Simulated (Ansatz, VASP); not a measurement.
## Al3B2As in VASP and in Ansatz

```
Al B As
1.0
     5.47298   -1.93641   -0.00922
     5.47298    1.93641   -0.00922
    -0.18434    0.00000    3.87479
Al B As
3 2 1
Direct
  0.66266 0.82810 0.75413
  0.69594 0.30406 0.50000
  0.17190 0.33734 0.24587
  0.56823 0.72817 0.24659
  0.27183 0.43177 0.75341
  0.12954 0.87046 0.00000
```

Change from the starting cell: the structure that the rattled cell fell into.

Alike in both runs: functional PBE; k mesh 6 × 6 × 4; occupations gaussian, width 0.1 eV; no spin polarisation.

Ansatz relaxed the structure, and its values are those at the end. VASP's run is a single point on that final structure, the one shown.

```csv
,VASP,Ansatz
version,VASP 6.6.1,Ansatz 0.2.0
potentials or method,"VASP PAW PBE potentials, release 64 (Al, B, As), cutoff 520 eV","scalar-relativistic, plane waves, PAW"
valence electrons in the cell,20,30
```

Ansatz gave:

```
gap on the k mesh at the Fermi level (eV) : 0.60
least direct gap on the mesh (eV)         : 1.01
pressure (GPa)                            : 0.0
rms of the force components (eV/Å)        : 0.007
```

**Question.** What did VASP give for the same quantities?

**Answer.** gap on the k mesh at the Fermi level (eV): 0.60; least direct gap on the mesh (eV): 1.01; pressure (GPa): 0.1; rms of the force components (eV/Å): 0.010.

The functional is the same, so the differences come from potentials, cutoffs and numerics. VASP's potentials hold 20 valence electrons a cell and Ansatz's 30, so a difference there can come from the potentials and not from the codes.
